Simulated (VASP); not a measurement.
## Ge2F3: relaxation of cell and atoms with PBE

Crystal: Ge2F3.

```
Ge F
1.0
     1.62001    0.93532    7.50959
    -1.62001    0.93532    7.50959
     0.00000   -1.87063    7.50959
Ge F
2 3
Direct
  0.40000 0.40000 0.40000
  0.60000 0.60000 0.60000
  0.00000 0.00000 0.00000
  0.20950 0.20950 0.20950
  0.79050 0.79050 0.79050
```

```
Program                : VASP 6.6.1
Task                   : relaxation of cell and atoms
Functional             : PBE
Potentials or basis    : VASP PAW PBE potentials, release 64 (Ge_d, F)
Cutoff                 : 600 eV
k mesh                 : 6 × 6 × 6
Occupations            : gaussian, width 0.1 eV
Spin                   : no spin polarisation
Dipole correction      : no
Further INCAR settings : ALGO = Normal; EDIFF = 1e-06; IBRION = 2; EDIFFG = -0.04; NSW = 90; ISIF = 3
```

```yaml
Relaxed_volume: 16.10 Å³/atom
Relaxed_cell: a = 9.010 Å, b = 9.010 Å, c = 9.010 Å, α = 20.77°, β = 20.77°, γ = 20.77°
Space_group_after_relaxing_to_0.1_Å: R-3m (No. 166)
Energy_gained_by_relaxing: 120.5 meV/atom
Ionic_steps: 14
Pressure_after_relaxing: -0.2 GPa
Largest_force_after_relaxing: 0.024 eV/Å
Band_gap_on_the_k_mesh: zero (an odd number of electrons rules out a gap without spin polarisation)
```

Forces on the atoms (eV/Å):
```
Ge   0.000  0.000  0.024
Ge   0.000  0.000 -0.024
F    0.000  0.000  0.000
F    0.000  0.000  0.001
F    0.000  0.000 -0.001
```

The path:
| step | energy change (eV) | largest force (eV/Å) | pressure (GPa) | volume (Å³) |
| --- | --- | --- | --- | --- |
| 1 | 0.0000 | 1.5579 | 11.07 | 68.27 |
| 2 | -0.4796 | 0.6280 | -0.26 | 78.02 |
| 3 | -0.4898 | 0.5843 | -1.46 | 79.75 |
| 4 | -0.5375 | 0.1433 | 0.20 | 78.91 |
| 5 | -0.5384 | 0.0867 | 0.62 | 78.78 |
| 6 | -0.5435 | 0.1203 | 0.19 | 79.42 |
| 7 | -0.5488 | 0.1964 | -0.65 | 80.91 |
| 8 | -0.5536 | 0.2002 | -0.59 | 80.92 |
| 9 | -0.5682 | 0.2058 | -0.53 | 80.94 |
| 10 | -0.5912 | 0.1848 | -0.35 | 80.92 |
| 11 | -0.5923 | 0.1214 | -0.10 | 80.62 |
| 12 | -0.5999 | 0.1471 | -0.17 | 80.81 |
| 13 | -0.6020 | 0.0924 | -0.41 | 80.41 |
| 14 | -0.6024 | 0.0242 | -0.24 | 80.52 |

Final structure:
```xyz
5
Lattice="1.6241 0.9377 8.8126 -1.6241 0.9377 8.8126 0.0000 -1.8753 8.8126" Properties=species:S:1:pos:R:3 pbc="T T T"
Ge    0.0000    0.0000   10.6177
Ge    0.0000    0.0000   15.8202
F     0.0000    0.0000    0.0000
F     0.0000    0.0000    5.7202
F     0.0000    0.0000   20.7177
```

Levels at points of the mesh, in eV from the Fermi level:
```csv
k point,band 20,band 21,band 22,band 23,band 24,band 25,band 26,band 27,band 28,band 29
"(0.00, 0.00, 0.00)",-5.43,-5.10,-5.10,-4.99,-3.41,-0.35,1.92,5.02,5.02,5.39
"(0.50, 0.00, 0.00)",-5.88,-5.66,-5.32,-4.37,-3.09,-1.06,0.12,3.04,3.28,3.68
"(0.50, 0.50, 0.00)",-5.80,-5.65,-5.34,-4.21,-3.21,-1.05,0.13,2.99,3.34,3.69
"(0.50, 0.50, 0.50)",-5.43,-5.10,-5.10,-4.40,-3.90,-0.01,1.55,5.03,5.03,5.38
```

Wall time 35 min on 1 thread of Intel(R) Xeon(R) 6975P-C (Granite Rapids), on a shared host, peak memory 0.63 GiB.

Caveat: the k points lie up to 0.37 Å⁻¹ apart in the final cell, too coarse for converged energies and pressures of a metal; the volume moved by over 15 % at a fixed basis, so the end points are rough; an odd number of electrons without spin polarisation forces a metal; a magnetic or distorted state may lie lower.
